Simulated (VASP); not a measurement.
Here is a VASP 6.6.1 calculation.

The input INCAR:

```
PREC = Accurate ; ENCUT = 520
EDIFF = 1E-6 ; ISMEAR = 0
SIGMA = 0.05 ; LREAL = False
LASPH = True ; NELM = 100
ALGO = Normal ; ISIF = 2
LWAVE = False ; LCHARG = True
GGA = PS ; LELF = True
LVHAR = True ; NBANDS = 31
```

KPOINTS

```
Automatic mesh
0
Gamma
  6 6 6
```

Contents of POSCAR:

```
Al3GaN4
1.0
    4.8436589265      0.0000000000      0.0000000000
    0.0000000000      4.8436589265      0.0000000000
    0.0000000000      0.0000000000      4.0376740811
Al Ga N
3 1 4
Direct
    0.5000000000      0.5000000000      0.0000000000
    0.5000000000      0.0000000000      0.5000000000
    0.0000000000      0.5000000000      0.5000000000
    0.0000000000      0.0000000000      0.0000000000
    0.7447140287      0.7447140287      0.2552859713
    0.7447140287      0.2552859713      0.7447140287
    0.2552859713      0.7447140287      0.7447140287
    0.2552859713      0.2552859713      0.2552859713
```

Potentials or basis: VASP PAW PBE potentials, release 64 (Al, Ga_d, N).

The run is started by

```sh
$ cat potpaw_PBE.64/Al/POTCAR potpaw_PBE.64/Ga_d/POTCAR potpaw_PBE.64/N/POTCAR > POTCAR
$ mpirun -np 1 vasp_std > vasp.out
```

Q: What does it give for the largest force?

A: 0.149 eV/Å.

Q: Estimate the band gap on the k mesh.

A: 2.12 eV.

Forces in eV/Å, atoms in the order of the input:
```
Al   0.000  0.000  0.000
Al   0.000  0.000  0.000
Al   0.000  0.000  0.000
Ga   0.000  0.000  0.000
N    0.063  0.063  0.119
N    0.063 -0.063 -0.119
N   -0.063  0.063 -0.119
N   -0.063 -0.063  0.119
```

Caveat: the cell stands under tension; the PAW data sets were made with another functional, which shifts forces and pressure a little.
